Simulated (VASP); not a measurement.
Au: single point with PBE

Crystal: Au.

```
Au
1.0
     1.43899   -2.60606    0.00000
     1.43899    2.60606    0.00000
     0.00000    0.00000    4.98914
Au
2
Direct
  0.33467 0.66533 0.25000
  0.66533 0.33467 0.75000
```

```
Program             : VASP 6.6.1
Task                : single point
Functional          : PBE
Potentials or basis : VASP PAW PBE potentials, release 64 (Au)
Cutoff              : 520 eV
k mesh              : 11 × 11 × 6
Occupations         : fermi-dirac, width 0.05 eV
Spin                : no spin polarisation
```

```
Pressure               : -4.7 GPa
Largest force          : 0.004 eV/Å
Band gap on the k mesh : zero (bands 11 and 12 overlap by 5.93 eV)
```

Forces on the atoms (eV/Å):
```
Au   0.000 -0.004  0.000
Au   0.000  0.004  0.000
```

Stress tensor (GPa, compression positive):
```
-2.77  0.00  0.00
 0.00 -6.08  0.00
 0.00  0.00 -5.32
```

Levels at points of the mesh, in eV from the Fermi level:
```tsv
k point	band 9	band 10	band 11	band 12	band 13	band 14
(0.00, 0.00, 0.00)	-3.10	-2.09	-2.02	-0.71	2.18	14.58
(0.00, 0.00, 0.50)	-2.52	-2.52	-2.38	-2.38	9.87	9.87
```

Wall time 82 s on 1 thread of Intel Xeon 8259CL, with other jobs on the host, peak memory 0.22 GiB.

Caveat: the cell stands under tension; spin-orbit coupling is left out, which moves the levels of the heavy elements.
